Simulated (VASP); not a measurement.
Set up this calculation in VASP 6.6.1, as the native input.

- Task: single point
- Functional: SVWN5
- Potentials or basis: VASP PAW PBE potentials, release 64 (Ge_d)
- Cutoff: 520 eV
- k mesh: 8 × 8 × 8
- Occupations: fermi-dirac, width 0.05 eV
- Spin: no spin polarisation
- Dipole correction: no
- Further INCAR settings: ALGO = Normal; EDIFF = 1e-07; NBANDS = 21

The structure of Ge lies in POSCAR:

```
Ge
1.0
    0.0000000000      2.7906767997      2.7906767997
    2.7906767997      0.0000000000      2.7906767997
    2.7906767997      2.7906767997      0.0000000000
Ge
2
Direct
    0.7500000000      0.7500000000      0.7500000000
    0.5000000000      0.5000000000      0.5000000000
```

One way to write it, as run:

INCAR

```
SYSTEM = Ge
ALGO = Normal ; EDIFF = 1E-7
ENCUT = 520 ; GGA = VW
ISIF = 2 ; ISMEAR = -1
LASPH = .True. ; LCHARG = .False.
LREAL = .False. ; LWAVE = .False.
NBANDS = 21 ; NELM = 100
PREC = Accurate ; SIGMA = 0.05
```

KPOINTS

```
k-points
0
Gamma
  8 8 8
  0 0 0
```

Potentials or basis: VASP PAW PBE potentials, release 64 (Ge_d).

The run is started by

```console
$ cat potpaw_PBE.64/Ge_d/POTCAR > POTCAR
$ mpirun -np 1 vasp_std > vasp.out
```

Results of the run:

* Pressure: 1.7 GPa
* Band gap on the k mesh: 0.17 eV, indirect (least direct gap 0.18 eV)

Caveat: the PAW data sets were made with another functional, which shifts forces and pressure a little.

It took 16 s on 1 thread of AMD EPYC 7R13 Processor (Zen 3), on a shared host, peak memory 0.12 GiB.
